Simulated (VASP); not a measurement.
# Ba (P6/mmm) in VASP: further runs, part 2 of 2

VASP 6.6.1.

## Step 3: Single point, r2SCAN

This run uses another cell than the first one, of 61.74 Å³/atom.

The input, POSCAR:

```
Ba
1.0
    4.2826761214      0.0000000000      0.0000000000
   -2.1413380607      3.7089060637      0.0000000000
    0.0000000000      0.0000000000      3.8871476918
Ba
1
Direct
    0.0000000000      0.0000000000      0.0000000000
```

The input, INCAR.step1:

```
PREC = Accurate
ENCUT = 520
ISMEAR = 1
SIGMA = 0.1
LREAL = F
LASPH = T
NELM = 60
NBANDS = 11
GGA = PE
ALGO = Normal
EDIFF = 1E-4
LWAVE = T
LCHARG = F
```

The input, INCAR.step2:

```
PREC = Accurate
ENCUT = 520
EDIFF = 1E-7
ISMEAR = 1
SIGMA = 0.1
LREAL = F
LASPH = T
NELM = 60
ALGO = Normal
ISIF = 2
LWAVE = F
LCHARG = F
METAGGA = R2SCAN
LMIXTAU = T
NBANDS = 11
ISTART = 1
```

The input, KPOINTS:

```
Automatic mesh
0
Gamma
  8 8 7
```

Potentials or basis: VASP PAW PBE potentials, release 64 (Ba_sv).

Run with:

```console
cat potpaw_PBE.64/Ba_sv/POTCAR > POTCAR
cp INCAR.step1 INCAR
mpirun -np 1 vasp_std > vasp.out
cp INCAR.step2 INCAR
mpirun -np 1 vasp_std > vasp.out
```

Wall time 78 s (1 thread of AMD EPYC 7R13 (Zen 3), shared host); peak memory 0.15 GiB.

It converged, with:

- Free energy: -26.2891 eV
- Pressure: 0.2 GPa
- Band gap on the k mesh: zero (bands 5 and 6 overlap by 0.31 eV)

Levels at points of the mesh, in eV from the Fermi level:
```csv
k point,band 2,band 3,band 4,band 5,band 6,band 7,band 8,band 9
"(0.00, 0.00, 0.00)",-14.77,-14.77,-14.65,-2.90,0.23,1.79,1.79,5.15
"(0.50, 0.00, 0.00)",-15.30,-14.89,-14.59,-1.02,0.57,0.89,3.07,4.70
```

Caveat: the PAW data sets were made with another functional, which shifts forces and pressure a little; spin-orbit coupling is left out, which moves the levels of the heavy elements.

## Step 4: Single point, r2SCAN

This run uses another cell than the first one, of 63.63 Å³/atom.

The input, POSCAR:

```
Ba
1.0
    4.3259384042      0.0000000000      0.0000000000
   -2.1629692021      3.7463722971      0.0000000000
    0.0000000000      0.0000000000      3.9264144676
Ba
1
Direct
    0.0000000000      0.0000000000      0.0000000000
```

The input, INCAR.step1:

```
ALGO = Normal
EDIFF = 1E-4
ENCUT = 520
GGA = PE
ISMEAR = 1
LASPH = True
LCHARG = False
LREAL = False
LWAVE = True
NBANDS = 11
NELM = 100
PREC = Accurate
SIGMA = 0.1
```

The input, INCAR.step2:

```
ALGO = Normal
EDIFF = 1E-7
ENCUT = 520
ISIF = 2
ISMEAR = 1
ISTART = 1
LASPH = True
LCHARG = False
LMIXTAU = True
LREAL = False
LWAVE = False
METAGGA = R2SCAN
NBANDS = 11
NELM = 100
PREC = Accurate
SIGMA = 0.1
```

The input, KPOINTS:

```
k-points
0
Gamma
  8 8 7
```

Run with:

```console
cat potpaw_PBE.64/Ba_sv/POTCAR > POTCAR
cp INCAR.step1 INCAR
mpirun -np 1 vasp_std > vasp.out
cp INCAR.step2 INCAR
mpirun -np 1 vasp_std > vasp.out
```

Run time: 71 s. Hardware: 1 thread of AMD EPYC 7R13 (Zen 3), shared host; peak memory 0.16 GiB.

The run converged. Its results:

```yaml
Free_energy: -26.2895 eV
Pressure: -0.1 GPa
Band_gap_on_the_k_mesh: zero (bands 5 and 6 overlap by 0.28 eV)
```

Levels at points of the mesh, in eV from the Fermi level:
```tsv
k point	band 1	band 2	band 3	band 4	band 5	band 6	band 7	band 8	band 9	band 10
(0.00, 0.00, 0.00)	-30.30	-14.82	-14.82	-14.71	-2.89	0.25	1.78	1.78	5.01	5.01
(0.50, 0.00, 0.00)	-30.26	-15.30	-14.94	-14.66	-1.00	0.57	0.80	3.01	4.58	4.88
```

Caveat: the PAW data sets were made with another functional, which shifts forces and pressure a little; spin-orbit coupling is left out, which moves the levels of the heavy elements.

## Step 5: Single point, r2SCAN

This run uses another cell than the first one, of 65.52 Å³/atom.

The input, POSCAR:

```
Ba
1.0
    4.3683522697      0.0000000000      0.0000000000
   -2.1841761349      3.7831037796      0.0000000000
    0.0000000000      0.0000000000      3.9649111820
Ba
1
Direct
    0.0000000000      0.0000000000      0.0000000000
```

The input, INCAR.step1:

```
SYSTEM = Ba
PREC = Accurate
ENCUT = 520
ISMEAR = 1
SIGMA = 0.1
LREAL = .False.
LASPH = .True.
NELM = 80
NBANDS = 11
GGA = PE
ALGO = Normal
EDIFF = 1E-4
LWAVE = .True.
LCHARG = .False.
```

The input, INCAR.step2:

```
SYSTEM = Ba
PREC = Accurate
ENCUT = 520
EDIFF = 1E-7
ISMEAR = 1
SIGMA = 0.1
LREAL = .False.
LASPH = .True.
NELM = 80
ALGO = Normal
ISIF = 2
LWAVE = .False.
LCHARG = .False.
METAGGA = R2SCAN
LMIXTAU = .True.
NBANDS = 11
ISTART = 1
```

The input, KPOINTS:

```
regular mesh
0
Gamma
  8 8 7
  0 0 0
```

Run with:

```console
cat potpaw_PBE.64/Ba_sv/POTCAR > POTCAR
cp INCAR.step1 INCAR
mpirun -np 1 vasp_std > vasp.out
cp INCAR.step2 INCAR
mpirun -np 1 vasp_std > vasp.out
```

Wall time 67 s (1 thread of AMD EPYC 7R13 (Zen 3), shared host); peak memory 0.16 GiB.

The run converged. Its results:

| Item | Value |
| --- | --- |
| Free energy | -26.2871 eV |
| Pressure | -0.3 GPa |
| Band gap on the k mesh | zero (bands 5 and 6 overlap by 0.26 eV) |

Levels at points of the mesh, in eV from the Fermi level:
```tsv
k point	band 2	band 3	band 4	band 5	band 6	band 7	band 8	band 9
(0.00, 0.00, 0.00)	-14.88	-14.88	-14.77	-2.87	0.26	1.76	1.76	4.87
(0.50, 0.00, 0.00)	-15.31	-14.98	-14.72	-0.98	0.56	0.73	2.95	4.46
```

Caveat: the PAW data sets were made with another functional, which shifts forces and pressure a little; spin-orbit coupling is left out, which moves the levels of the heavy elements.

## Step 6: Single point, r2SCAN

This run uses another cell than the first one, of 67.41 Å³/atom.

The input, POSCAR:

```
Ba
1.0
    4.4099581287      0.0000000000      0.0000000000
   -2.2049790644      3.8191355080      0.0000000000
    0.0000000000      0.0000000000      4.0026745137
Ba
1
Direct
    0.0000000000      0.0000000000      0.0000000000
```

The input, INCAR.step1:

```
SYSTEM = Ba
  PREC = Accurate
  ENCUT = 520
  ISMEAR = 1
  SIGMA = 0.1
  LREAL = .FALSE.
  LASPH = .TRUE.
  NELM = 80
  NBANDS = 11
  GGA = PE
  ALGO = Normal
  EDIFF = 1E-4
  LWAVE = .TRUE.
  LCHARG = .FALSE.
```

The input, INCAR.step2:

```
SYSTEM = Ba
  PREC = Accurate
  ENCUT = 520
  EDIFF = 1E-6
  ISMEAR = 1
  SIGMA = 0.1
  LREAL = .FALSE.
  LASPH = .TRUE.
  NELM = 80
  ALGO = Normal
  ISIF = 2
  LWAVE = .FALSE.
  LCHARG = .FALSE.
  METAGGA = R2SCAN
  LMIXTAU = .TRUE.
  NBANDS = 11
  ISTART = 1
```

The input, KPOINTS:

```
Automatic mesh
0
G
  8 8 7
  0 0 0
```

Potentials or basis: VASP PAW PBE potentials, release 64 (Ba_sv).

Run with:

```console
cat potpaw_PBE.64/Ba_sv/POTCAR > POTCAR
cp INCAR.step1 INCAR
mpirun -np 1 vasp_std > vasp.out
cp INCAR.step2 INCAR
mpirun -np 1 vasp_std > vasp.out
```

OUTCAR:

```text
SYSTEM = Ba
   PREC = Accurate
   ENCUT = 520
   EDIFF = 1E-6
   ISMEAR = 1
   LREAL = .FALSE.
   LASPH = .TRUE.
   NELM = 80
   ISIF = 2
   METAGGA = R2SCAN
   ISTART = 1

 ion  position               nearest neighbor table
   1  0.000  0.000  0.000-

  LATTYP: Found a hexagonal cell.
 ALAT       =     4.4099581287
 C/A-ratio  =     0.9076445619

  Lattice vectors:

 A1 = (   4.4099581287,   0.0000000000,   0.0000000000)
 A2 = (  -2.2049790644,   3.8191355080,   0.0000000000)
[... 517 lines left out ...]

 [... further k-points ...]

------------------------ aborting loop because EDIFF is reached ----------------------------------------

  FORCE on cell =-STRESS in cart. coord.  units (eV):
  Direction    XX          YY          ZZ          XY          YZ          ZX
  --------------------------------------------------------------------------------------
  -------------------------------------------------------------------------------------
  Total       -0.2144250     -0.2144249     -0.2183453      0.0000000     -0.0000000      0.0000000
  in kB       -5.0960786     -5.0960779     -5.1892497      0.0000000     -0.0000000      0.0000000
  external PRESSURE =      -5.1271354 kB  Pullay stress =       0.0000000 kB

 VOLUME and BASIS-vectors are now :
 -----------------------------------------------------------------------------
  energy-cutoff  :      520.00
  volume of cell :       67.41
      direct lattice vectors                 reciprocal lattice vectors
     4.409958129  0.000000000  0.000000000     0.226759523  0.130919680  0.000000000
    -2.204979064  3.819135508  0.000000000     0.000000000  0.261839361  0.000000000
     0.000000000  0.000000000  4.002674514     0.000000000  0.000000000  0.249832955

 POSITION                                       TOTAL-FORCE (eV/Angst)
 -----------------------------------------------------------------------------------
      0.00000      0.00000      0.00000         0.000000      0.000000      0.000000
 -----------------------------------------------------------------------------------
    total drift:                                0.000000     -0.000000     -0.000000

  FREE ENERGIE OF THE ION-ELECTRON SYSTEM (eV)
  ---------------------------------------------------
  free  energy   TOTEN  =       -26.2821758383 eV

  energy  without entropy=      -26.2824838083  energy(sigma->0) =      -26.28227849
```

OSZICAR.step1:

```text
N       E                     dE             d eps       ncg     rms          rms(c)
DAV:   1     0.562190631183E+02    0.56219E+02   -0.41008E+03   880   0.735E+02
DAV:   2     0.115951714791E+01   -0.55060E+02   -0.53772E+02  1061   0.136E+02
DAV:   3    -0.161786986472E+01   -0.27774E+01   -0.27593E+01  1107   0.324E+01
DAV:   4    -0.171708199613E+01   -0.99212E-01   -0.99104E-01  1231   0.528E+00
DAV:   5    -0.171902325269E+01   -0.19413E-02   -0.19412E-02  1148   0.581E-01    0.162E+00
DAV:   6    -0.171995924795E+01   -0.93600E-03   -0.54632E-03  1074   0.578E-01    0.967E-01
DAV:   7    -0.172172406427E+01   -0.17648E-02   -0.11660E-02  1021   0.964E-01    0.639E-02
DAV:   8    -0.172199465915E+01   -0.27059E-03   -0.55818E-04  1092   0.154E-01    0.317E-02
DAV:   9    -0.172200367312E+01   -0.90140E-05   -0.15667E-05   593   0.301E-02
   1 F= -.17220037E+01 E0= -.17216352E+01  d E =-.110535E-02
```

It took 82 s on 1 thread of AMD EPYC 7R13 (Zen 3), shared host; peak memory 0.18 GiB.

Results:

```
Free energy            : -26.2822 eV
Pressure               : -0.5 GPa
Band gap on the k mesh : zero (bands 5 and 6 overlap by 0.23 eV)
```

Levels at points of the mesh, in eV from the Fermi level:
```
           k point  band 2  band 3  band 4  band 5  band 6  band 7  band 8  band 9
(0.00, 0.00, 0.00)  -14.92  -14.92  -14.83   -2.85    0.28    1.74    1.74    4.75
(0.50, 0.00, 0.00)  -15.32  -15.02  -14.78   -0.96    0.56    0.67    2.90    4.36
```

Caveat: the PAW data sets were made with another functional, which shifts forces and pressure a little; spin-orbit coupling is left out, which moves the levels of the heavy elements.

## Step 7: Summary

| cell | gap on the mesh (eV) | pressure (GPa) |
| --- | --- | --- |
| a = 4.239, b = 4.239, c = 3.847 Å, angles 90.0, 90.0, 120.0°, 1 atom | none | 0.5 |
| a = 4.283, b = 4.283, c = 3.887 Å, angles 90.0, 90.0, 120.0°, 1 atom | none | 0.2 |
| a = 4.326, b = 4.326, c = 3.926 Å, angles 90.0, 90.0, 120.0°, 1 atom | none | -0.1 |
| a = 4.368, b = 4.368, c = 3.965 Å, angles 90.0, 90.0, 120.0°, 1 atom | none | -0.3 |
| a = 4.410, b = 4.410, c = 4.003 Å, angles 90.0, 90.0, 120.0°, 1 atom | none | -0.5 |

Alike in all rows: task single point; level r2SCAN; potentials or basis VASP PAW PBE potentials, release 64 (Ba_sv); no spin polarisation; k mesh 8 × 8 × 7; cutoff (eV) 520; smearing methfessel-paxton 0.1 eV.

Caveats: the PAW data sets were made with another functional, which shifts forces and pressure a little; spin-orbit coupling is left out, which moves the levels of the heavy elements.

Total energies depend on the potentials used, so only differences within one code and one set of settings carry meaning.
